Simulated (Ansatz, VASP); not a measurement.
Re2Au in VASP and in Ansatz

```
CELL_PARAMETERS angstrom
-1.64370 1.64370 4.44078
1.64370 -1.64370 4.44078
1.64370 1.64370 -4.44078
ATOMIC_POSITIONS crystal
Re 0.68100 0.68100 0.00000
Re 0.31900 0.31900 0.00000
Au 0.00000 0.00000 0.00000
```

Alike in both runs: functional PBE; k mesh 8 × 8 × 8; occupations gaussian, width 0.1 eV; no spin polarisation.

Ansatz relaxed the structure, and its values are those at the end. VASP's run is a single point on that final structure, the one shown.

|  | VASP | Ansatz |
| --- | --- | --- |
| version | VASP 6.6.1 | Ansatz 0.2.0 |
| potentials or method | VASP PAW PBE potentials, release 64 (Re_sv_GW, Au_sv_GW), cutoff 560 eV | scalar-relativistic, plane waves, PAW |
| valence electrons in the cell | 49 | 49 |

Ansatz gave:

- gap on the k mesh at the Fermi level (eV): none
- pressure (GPa): 0.0
- rms of the force components (eV/Å): 0.004

Problem. Which values does VASP return?

Solution. gap on the k mesh at the Fermi level (eV): none; pressure (GPa): -1.0; rms of the force components (eV/Å): 0.005.

A gap of «none» marks a metal or a gap that the smearing closes. The functional is the same, so the differences come from potentials, cutoffs and numerics.

Spin-orbit coupling is off throughout.
